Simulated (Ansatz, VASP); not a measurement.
**Mg in VASP and in Ansatz**

The input INCAR:

```
  PREC = Accurate
  ENCUT = 520
  EDIFF = 1E-6
  ISMEAR = 0
  SIGMA = 0.15
  LREAL = F
  LASPH = T
  NELM = 100
  ALGO = Fast
  ISIF = 2
  LWAVE = F
  LCHARG = T
  GGA = PS
  LELF = T
  LVHAR = T
  NBANDS = 9
```

File KPOINTS:

```
regular mesh
0
Gamma
  18 18 10
```

Contents of POSCAR:

```
Mg
1.0
    3.2092715325      0.0000000000      0.0000000000
   -1.6046357662      2.7793106748      0.0000000000
    0.0000000000      0.0000000000      5.0019168000
Mg
2
Direct
    0.3333333333      0.6666666667      0.2500000000
    0.6666666667      0.3333333333      0.7500000000
```

Input for Ansatz:

```yaml
crystal:
  lattice:
    - [3.2092715325, 0.0, 0.0]
    - [-1.6046357662, 2.7793106748, 0.0]
    - [0.0, 0.0, 5.0019168]
  atoms:
    - { symbol: Mg, position: [0.3333333333, 0.6666666667, 0.25] }
    - { symbol: Mg, position: [0.6666666667, 0.3333333333, 0.75] }
basis:
  ecutwfc: 420
kpoints:
  mp_grid: { grid: [18, 18, 10] }
hamiltonian:
  xc: pbesol
scf:
  occupations: { method: gaussian, width: 0.15 }
output:
  forces: true
  stress: true
  eigenvalues: true
```

Change from the starting cell: strain +0.000 along x and y, -0.040 along z, atoms carried along.

Alike in both runs: task single point; functional PBEsol; k mesh 18 × 18 × 10; occupations gaussian, width 0.15 eV; no spin polarisation.

|  | VASP | Ansatz |
| --- | --- | --- |
| version | VASP 6.6.1 | Ansatz 0.2.0 |
| potentials or method | VASP PAW PBE potentials, release 64 (Mg), cutoff 520 eV | scalar-relativistic, plane waves, PAW |
| valence electrons in the cell | 4 | 20 |

Ansatz gave:

| Quantity | Value |
| --- | --- |
| gap on the k mesh at the Fermi level (eV) | none |
| pressure (GPa) | 0.4 |
| traceless stress, the component that is largest in VASP (GPa) | 1.21 |

Question: Which values does VASP return?

Answer: gap on the k mesh at the Fermi level (eV): none; pressure (GPa): 0.4; traceless stress, the component that is largest in VASP (GPa): 1.22.

VASP's potentials were made for PBE, not for PBEsol. A gap of «none» marks a metal or a gap that the smearing closes. With one functional, cell and mesh, what is left measures potentials, basis and numerics. VASP's potentials hold 4 valence electrons a cell and Ansatz's 20, so a difference there can come from the potentials and not from the codes.
